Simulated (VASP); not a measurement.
# Zr (P6_3/mmc) in VASP: notebook, part 2 of 2

VASP 6.6.1.

## (3) Single point, PBE

This run uses another cell than the first one, of 19.80 Å³/atom.

INCAR reads:

```
  PREC = Accurate
  ENCUT = 520
  EDIFF = 1E-6
  ISMEAR = -1
  SIGMA = 0.05
  LREAL = F
  LASPH = T
  NELM = 60
  ALGO = Normal
  ISIF = 2
  LWAVE = F
  LCHARG = F
  GGA = PE
  NBANDS = 19
```

KPOINTS reads:

```
Automatic mesh
0
Gamma
  9 9 5
```

POSCAR reads:

```
Zr
1.0
    3.0321914667      0.0000000000      0.0000000000
   -1.5160957334      2.6259548393      0.0000000000
    0.0000000000      0.0000000000      4.9738967778
Zr
2
Direct
    0.6666666667      0.3333333333      0.7500000000
    0.3333333333      0.6666666667      0.2500000000
```

Potentials or basis: VASP PAW PBE potentials, release 64 (Zr_sv).

On the command line:

```bash
cat potpaw_PBE.64/Zr_sv/POTCAR > POTCAR
mpirun -np 1 vasp_std > vasp.out
```

OUTCAR:

```text
PREC = Accurate
   ENCUT = 520
   EDIFF = 1E-6
   ISMEAR = -1
   LREAL = F
   LASPH = T
   NELM = 60
   ISIF = 2
   GGA = PE

 ion  position               nearest neighbor table
   1  0.667  0.333  0.750-   2 3.04   2 3.04   2 3.04   2 3.04   2 3.04   2 3.04
   2  0.333  0.667  0.250-   1 3.04   1 3.04   1 3.04   1 3.04   1 3.04   1 3.04

  LATTYP: Found a hexagonal cell.
 ALAT       =     3.0321914667
 C/A-ratio  =     1.6403636883

  Lattice vectors:

 A1 = (   3.0321914667,   0.0000000000,   0.0000000000)
 A2 = (  -1.5160957334,   2.6259548393,   0.0000000000)
 A3 = (   0.0000000000,   0.0000000000,   4.9738967778)

Analysis of symmetry for initial positions (statically):
=====================================================================
 Subroutine PRICEL returns:
 Original cell was already a primitive cell.

 Routine SETGRP: Setting up the symmetry group for a
 hexagonal supercell.

 Subroutine GETGRP returns: Found 24 space group operations
 (whereof 12 operations were pure point group operations)
 out of a pool of 24 trial point group operations.

The static configuration has the point symmetry D_3d.
 The point group associated with its full space group is D_6h.

Analysis of symmetry for dynamics (positions and initial velocities):
=====================================================================
 Subroutine PRICEL returns:
 Original cell was already a primitive cell.

 Routine SETGRP: Setting up the symmetry group for a
 hexagonal supercell.

 Subroutine GETGRP returns: Found 24 space group operations
 (whereof 12 operations were pure point group operations)
 out of a pool of 24 trial point group operations.

The dynamic configuration has the point symmetry D_3d.
 The point group associated with its full space group is D_6h.

[... 105 lines left out ...]
   ISYM   =      2    0-nonsym 1-usesym 2-fastsym
   POTIM  = 0.5000    time-step for ionic-motion
   TEBEG  =    0.0;   TEEND  =   0.0 temperature during run
   PSTRESS=    0.0 pullay stress
   NELECT =      24.0000    total number of electrons
   NUPDOWN=      -1.0000    fix difference up-down
   EMIN   =  10.00;   EMAX   =-10.00  energy-range for DOS
   EFERMI =   0.00;   METHOD = LEGACY
   ISMEAR =    -1;   SIGMA  =   0.05  broadening in eV -4-tet -1-fermi 0-gaus
   EFERMI_NEDOS =   21; number of points for ismear=-14 and -15
   IALGO  =     38    algorithm
   IMIX   =      4    mixing-type and parameters
     AMIX     =   0.40;   BMIX     =  1.00
     AMIX_MAG =   1.60;   BMIX_MAG =  1.00
  volume/ion in A,a.u.               =      19.80       133.63
  Fermi-wavevector in a.u.,A,eV,Ry     =   1.385368  2.617965 26.112892  1.919243
  Thomas-Fermi vector in A             =   2.509784
   LORBIT       =      0    0 simple, 1 ext, 2 COOP (PROOUT), +10 PAW based schemes
   GGA     = PE    functional components
   LHFCALC =     F    Hartree Fock is set to
   AEXX    =    0.0000 exact exchange contribution
   IVDW    =     0    specifies the selected vdW correction
   LEPSILON=     F    determine dielectric tensor
   LRPA    =     F    only Hartree local field effects (RPA)
 non-spin polarized calculation
  energy-cutoff  :      520.00
  volume of cell :       39.60
 maximum number of plane-waves:      1099
 NGX is ok and might be reduce to    24
   NGX = 11   NGY = 11   NGZ = 19

 number of electron      24.0000000 magnetization

 Free energy of the ion-electron system (eV)
  ---------------------------------------------------
  ext. energy  EPLUGINS =         0.00000000
  ---------------------------------------------------
  free energy    TOTEN  =       -16.64869947 eV

  energy without entropy =      -16.63093140  energy(sigma->0) =      -16.63981544

 E-fermi :  10.9201     XC(G=0): -11.8389

 val. band max:       10.9149694305   @ k =   0.2222   0.1111   0.4000
 cond. band min:      10.9218795832   @ k =   0.0000   0.0000   0.4000
 fundamental gap:      0.0069101527
 Fermi energy:        10.9200509124

 k-point     1 :       0.0000    0.0000    0.0000
  band No.  band energies     occupation
      1     -37.6543      2.00000
      2     -37.3873      2.00000
      3     -16.4697      2.00000
      4     -15.0490      2.00000
      5     -15.0490      2.00000
      6     -14.8974      2.00000
[... 505 lines left out ...]
      6     -15.6175      2.00000
[... 11 lines left out ...]
     18      16.0761      0.00000
     19      19.1321      0.00000

 [... further k-points ...]
[... 5 lines left out ...]
  --------------------------------------------------------------------------------------
  -------------------------------------------------------------------------------------
  Total        4.9381694      4.9381694      4.9362703     -0.0000000      0.0000000      0.0000000
  in kB      199.7725996    199.7725996    199.6957729     -0.0000000      0.0000000      0.0000000
  external PRESSURE =     199.7469907 kB  Pullay stress =       0.0000000 kB

 VOLUME and BASIS-vectors are now :
 -----------------------------------------------------------------------------
  energy-cutoff  :      520.00
  volume of cell :       39.60
      direct lattice vectors                 reciprocal lattice vectors
     3.032191467  0.000000000  0.000000000     0.329794477  0.190406930  0.000000000
    -1.516095733  2.625954839  0.000000000     0.000000000  0.380813861  0.000000000
     0.000000000  0.000000000  4.973896778     0.000000000  0.000000000  0.201049609

 POSITION                                       TOTAL-FORCE (eV/Angst)
 -----------------------------------------------------------------------------------
      1.51610      0.87532      3.73042         0.000000      0.000000      0.000000
     -0.00000      1.75064      1.24347        -0.000000     -0.000000      0.000000
 -----------------------------------------------------------------------------------
    total drift:                               -0.000000      0.000000     -0.000000

  FREE ENERGIE OF THE ION-ELECTRON SYSTEM (eV)
  ---------------------------------------------------
  free  energy   TOTEN  =       -16.6486994716 eV

  energy  without entropy=      -16.6309313986  energy(sigma->0) =      -16.63981544
```

stdout:

```text
POSCAR found type information on POSCAR Zr
 POSCAR found :  1 types and       2 ions
 scaLAPACK will be used
 LDA part: xc-table for (Slater+PW92), standard interpolation
 POSCAR, INCAR and KPOINTS ok, starting setup
 FFT: planning ... GRIDC
 FFT: planning ... GRID_SOFT
 FFT: planning ... GRID
 WAVECAR not read
 entering main loop
```

Wall time 11 s (1 thread of Intel Xeon 6975P-C (Granite Rapids), shared host); peak memory 0.16 GiB.

What came out:

```yaml
Free_energy: -16.6487 eV
Pressure: 20.0 GPa
Band_gap_on_the_k_mesh: zero (bands 12 and 13 overlap by 1.12 eV)
```

Levels at points of the mesh, in eV from the Fermi level:
```csv
k point,band 10,band 11,band 12,band 13,band 14,band 15
"(0.00, 0.00, 0.00)",-3.48,0.76,0.92,0.92,1.66,1.70
```

Caveat: the cell stands under pressure.

The gap in the log of VASP goes by the Fermi energy; the results here count the filled bands.